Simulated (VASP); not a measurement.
Input of a VASP 6.6.1 run:

Contents of INCAR:

```
SYSTEM = AgH2Se2
PREC = Accurate ; ENCUT = 600
EDIFF = 1E-6 ; ISMEAR = 0
SIGMA = 0.2328 ; LREAL = .False.
LASPH = .True. ; NELM = 60
ALGO = Normal ; ISIF = 3
LWAVE = .False. ; LCHARG = .False.
IBRION = 2 ; NSW = 60
EDIFFG = -0.03 ; PSTRESS = 50.0
```

The input KPOINTS:

```
regular mesh
0
Gamma
  6 6 3
  0 0 0
```

Contents of POSCAR:

```
AgH2Se2
1.0
    3.7546290000      0.0000000000      0.0000000000
    1.8773140000     -6.7477830000      0.0000000000
    0.0000000000      0.0000000000     -6.6966950000
Ag Se H
2 4 4
Direct
    0.1820000000      0.6360000000      0.7500000000
    0.8180000000      0.3640000000      0.2500000000
    0.5583000000      0.8834000000      0.7466000000
    0.4417000000      0.1166000000      0.2466000000
    0.7994000000      0.4012000000      0.8033000000
    0.2006000000      0.5988000000      0.3033000000
    0.5058000000      0.9884000000      0.5882000000
    0.4942000000      0.0116000000      0.0882000000
    0.9001000000      0.1998000000      0.8086000000
    0.0999000000      0.8002000000      0.3086000000
```

Potentials or basis: VASP PAW LDA potentials, release 64 (Ag, Se, H).

Launch:

```sh
$ cat potpaw_LDA.64/Ag/POTCAR potpaw_LDA.64/Se/POTCAR potpaw_LDA.64/H/POTCAR > POTCAR
$ mpirun -np 1 vasp_std > vasp.out
```

What does it give for the relaxed volume?

14.56 Å³/atom.

Estimate the space group after relaxing (to 0.1 Å).

Cmc2_1 (No. 36).

What does it give for the band gap on the k mesh?

Zero (bands 25 and 26 overlap by 1.79 eV).

What does it give for the relaxed cell?

a = 3.901 Å, b = 6.391 Å, c = 6.130 Å, α = 90.00°, β = 90.00°, γ = 72.23°.

Forces in eV/Å, atoms in the order of the input:
```
Ag   0.000  0.007 -0.006
Ag   0.000 -0.007 -0.006
Se   0.000 -0.002  0.000
Se   0.000  0.002  0.000
Se   0.000  0.012  0.009
Se   0.000 -0.012  0.009
H    0.000  0.007 -0.012
H    0.000 -0.007 -0.012
H    0.000 -0.003  0.009
H    0.000  0.003  0.009
```

Caveat: the cell is relaxed towards a set pressure, so the run minimises the enthalpy, not the energy.
